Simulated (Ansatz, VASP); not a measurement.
**Two plane-wave programs on Li2TiO2**

```xyz
5
Lattice="4.5192 0.0000 0.0000 0.0000 4.5192 0.0000 0.0000 0.0000 3.1243" Properties=species:S:1:pos:R:3 pbc="T T T"
Li    2.2596    0.0000    0.0000
Li    0.0000    2.2596    0.0000
Ti    0.0000    0.0000    0.0000
O     0.0000    0.0000    1.5621
O     2.2596    2.2596    0.0000
```

Alike in both runs: task relaxation of cell and atoms; functional PBE; k mesh 4 × 4 × 6; occupations gaussian, width 0.1 eV; collinear spin.

|  | VASP | Ansatz |
| --- | --- | --- |
| version | VASP 6.6.1 | Ansatz 0.2.0 |
| potentials or method | VASP PAW PBE potentials, release 64 (Li_sv, Ti_sv, O), cutoff 600 eV | scalar-relativistic, plane waves, PAW |
| valence electrons in the cell | 30 | 30 |

```csv
,VASP,Ansatz,Ansatz less VASP
"gap on the k mesh at the Fermi level, each at its own relaxed structure (eV)",none,none,-
net moment per atom (μB),0.39,0.39,-0.001
size of the moment on the site where the two differ most (μB),1.40,0.90,-0.500
relaxed volume (Å³/atom),15.74,15.92,+0.181
relaxed cell length with the largest relative difference (Å),4.594,4.614,+0.0203
```

Site moments also hang on the region over which each program counts them. A gap of «none» marks a metal or a gap that the smearing closes.

Noted on VASP's run: the cutoff is short for stress, so the pressure is rough; the volume moved by over 15 % at a fixed basis, so the end points are rough.
